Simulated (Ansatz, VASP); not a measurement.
**One calculation of BN, two programs**

```xyz
4
Lattice="2.4982 0.0000 0.0000 -1.2491 2.1635 0.0000 0.0000 0.0000 6.6357" Properties=species:S:1:pos:R:3 pbc="T T T"
N     1.2491    0.7212    1.6589
N     0.0000    1.4424    4.9768
B     1.2491    0.7212    4.9768
B     0.0000    1.4424    1.6589
```

Alike in both runs: functional r2SCAN0; k mesh 6 × 6 × 2; occupations fermi-dirac, width 0.05 eV; no spin polarisation.

```csv
,VASP,Ansatz
version,VASP 6.6.1,Ansatz 0.2.0
potentials or method,"VASP PAW PBE potentials, release 64 (N, B)",Ansatz PAW
plane-wave cutoff (eV),520,500
valence electrons in the cell,16,16
task,single point,band structure
```

Ansatz gave:

```
gap on the k mesh at the Fermi level (eV)                     : 6.71
least direct gap on the mesh (eV)                             : 7.20
pressure (GPa)                                                : -2.3
traceless stress, the component that is largest in VASP (GPa) : 3.23
```

Which values does VASP return?

gap on the k mesh at the Fermi level (eV): 6.76; least direct gap on the mesh (eV): 7.24; pressure (GPa): -1.9; traceless stress, the component that is largest in VASP (GPa): 2.48.

VASP's potentials were made for PBE, not for r2SCAN0. With one functional, cell and mesh, what is left measures potentials, basis and numerics.

The k mesh is coarse, so the values compare programs but aren't converged.
